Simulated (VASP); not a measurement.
Here is a VASP 6.6.1 calculation.

File INCAR:

```
SYSTEM = Cu
  PREC = Accurate
  ENCUT = 520
  EDIFF = 1E-7
  ISMEAR = -1
  SIGMA = 0.02
  LREAL = .FALSE.
  LASPH = .TRUE.
  NELM = 60
  ALGO = Normal
  ISIF = 2
  LWAVE = .FALSE.
  LCHARG = .FALSE.
  GGA = PS
  NBANDS = 12
```

File KPOINTS:

```
Automatic mesh
0
G
  20 20 20
  0 0 0
```

The input POSCAR:

```
Cu
1.0
   -1.4427933200      1.4427933200      1.3760814500
    1.4427933200     -1.4427933200      1.3760814500
    1.4427933200      1.4427933200     -1.3760814500
Cu
1
Direct
    0.0000000000      0.0000000000      0.0000000000
```

Potentials or basis: VASP PAW PBE potentials, release 64 (Cu).

The run is started by

```console
$ cat potpaw_PBE.64/Cu/POTCAR > POTCAR
$ mpirun -np 1 vasp_std > vasp.out
```

Question: What does it give for the band gap on the k mesh?

Answer: Zero (an odd number of electrons rules out a gap without spin polarisation).

Question: Predict the pressure.

Answer: -0.7 GPa.

Stress tensor (GPa, compression positive):
```
-0.53  0.00  0.00
 0.00 -0.53  0.00
 0.00  0.00 -1.16
```

Caveat: the PAW data sets were made with another functional, which shifts forces and pressure a little.
